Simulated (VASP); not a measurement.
Input of a VASP 6.6.1 run:

The input INCAR:

```
SYSTEM = Mo
ALGO = Fast
EDIFF = 1E-7
ENCUT = 520
GGA = PS
ISIF = 2
ISMEAR = 0
LASPH = .TRUE.
LCHARG = .FALSE.
LREAL = .FALSE.
LWAVE = .FALSE.
NBANDS = 13
NELM = 100
PREC = Accurate
SIGMA = 0.15
```

KPOINTS

```
k-points
0
G
  30 30 30
  0 0 0
```

Contents of POSCAR:

```
Mo
1.0
   -1.5646534271      1.5646534271      1.5646534271
    1.5646534271     -1.5646534271      1.5646534271
    1.5646534271      1.5646534271     -1.5646534271
Mo
1
Direct
    0.0000000000      0.0000000000      0.0000000000
```

Potentials or basis: VASP PAW PBE potentials, release 64 (Mo_sv).

The run is started by

```bash
$ cat potpaw_PBE.64/Mo_sv/POTCAR > POTCAR
$ mpirun -np 1 vasp_std > vasp.out
```

Question: Predict the band gap on the k mesh.

Answer: Zero (band 7 reaches 16.92 eV, above the bottom of band 8 at 11.38 eV).

Question: What does it give for the pressure?

Answer: 0.6 GPa.

Caveat: the PAW data sets were made with another functional, which shifts forces and pressure a little.
